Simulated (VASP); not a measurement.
C, 16 atoms in the cell. The typed cell holds 16 atoms: a = 5.044 Å, b = 5.044 Å, c = 5.044 Å, α = 60.00°, β = 60.00°, γ = 60.00°.  This cell differs from its parent crystal: dynamics (nvt langevin) at 200 K, volume x 1.0, from the last frame before.

| Quantity | Value |
| --- | --- |
| Program | VASP 6.6.1 |
| Task | single point |
| Functional | PBE |
| Potentials or basis | VASP PAW PBE potentials, release 64 (C) |
| Cutoff | 520 eV |
| k mesh | 2 × 2 × 2, shifted |
| Occupations | fermi-dirac, width 0.02 eV |
| Spin | no spin polarisation |
| Dipole correction | no |
| Further INCAR settings | LREAL = Auto; ALGO = Normal; EDIFF = 1e-06; NBANDS = 46 |

Potentials or basis: VASP PAW PBE potentials, release 64 (C).

Launch:

```console
$ cat potpaw_PBE.64/C/POTCAR > POTCAR
$ mpirun -np 1 vasp_std > vasp.out
```

Hardware: 1 thread of AMD EPYC 7R43 64-Core Processor (Zen 3), on a shared host.

Task: Estimate the wall time of this run.

Result: It took 2.1 min on 1 thread of AMD EPYC 7R43 64-Core Processor (Zen 3) (shared host), peak memory 0.2 GiB. Counts: scf iterations 13, k points 16.
